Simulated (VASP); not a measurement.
Write the native input for VASP 6.6.1 that does the following.

```yaml
Task: electric field gradients
Functional: PBEsol
Potentials_or_basis: VASP PAW PBE potentials, release 64 (Ga_d)
Cutoff: 520 eV
k_mesh: 9 × 9 × 8
Occupations: fermi-dirac, width 0.05 eV
Spin: no spin polarisation
Dipole_correction: no
Further_INCAR_settings: ALGO = Normal; EDIFF = 1e-08; NBANDS = 34
```

The structure of Ga lies in POSCAR:

```
Ga
1.0
    2.1876895000     -3.7077280000      0.0000000000
    2.1876895000      3.7077280000      0.0000000000
    0.0000000000      0.0000000000      4.5167000000
Ga
4
Direct
    0.1525000000      0.8475000000      0.0785000000
    0.6525000000      0.3475000000      0.4215000000
    0.8475000000      0.1525000000      0.9215000000
    0.3475000000      0.6525000000      0.5785000000
```

This cell differs from its parent crystal: equal xx and yy strain of -3 %.

The input as run:

INCAR

```
SYSTEM = Ga
PREC = Accurate
ENCUT = 520
EDIFF = 1E-8
ISMEAR = -1
SIGMA = 0.05
LREAL = .FALSE.
LASPH = .TRUE.
NELM = 80
ALGO = Normal
ISIF = 2
LWAVE = .FALSE.
LCHARG = .FALSE.
GGA = PS
LEFG = .TRUE.
NBANDS = 34
```

KPOINTS

```
Automatic mesh
0
G
  9 9 8
  0 0 0
```

Potentials or basis: VASP PAW PBE potentials, release 64 (Ga_d).

The run is started by

```console
$ cat potpaw_PBE.64/Ga_d/POTCAR > POTCAR
$ mpirun -np 1 vasp_std > vasp.out
```

Results of the run:

| Property | Result |
| --- | --- |
| Pressure | 3.0 GPa |
| Largest force | 0.610 eV/Å |
| Band gap on the k mesh | zero (band 26 reaches 6.07 eV, above the bottom of band 27 at 4.76 eV) |

Caveat: the cell differs from its parent crystal (equal xx and yy strain of -3 %); without QUAD_EFG the Cq values of the log hold for a quadrupole moment of 1 mb, not for the nuclei; the PAW data sets were made with another functional, which shifts forces and pressure a little.

Run time: 9.7 min on 1 thread of AMD EPYC 7R13, with other jobs on the host, peak memory 0.3 GiB.
